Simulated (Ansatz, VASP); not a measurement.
**Al: VASP beside Ansatz**

```xyz
1
Lattice="-1.6812 1.6812 1.6812 1.6812 -1.6812 1.6812 1.6812 1.6812 -1.6812" Properties=species:S:1:pos:R:3 pbc="T T T"
Al    0.0000    0.0000    0.0000
```

Alike in both runs: task single point; functional PBE; k mesh 15 × 15 × 15; occupations fermi-dirac, width 0.1 eV; no spin polarisation.

```csv
,VASP,Ansatz
version,VASP 6.6.1,Ansatz 0.2.0
potentials or method,"VASP PAW PBE potentials, release 64 (Al), cutoff 520 eV","plane waves (420 eV) with PAW, scalar-relativistic"
valence electrons in the cell,3,3
```

|  | VASP | Ansatz | Ansatz less VASP |
| --- | --- | --- | --- |
| pressure (GPa) | -6.1 | -6.1 | +0.02 |
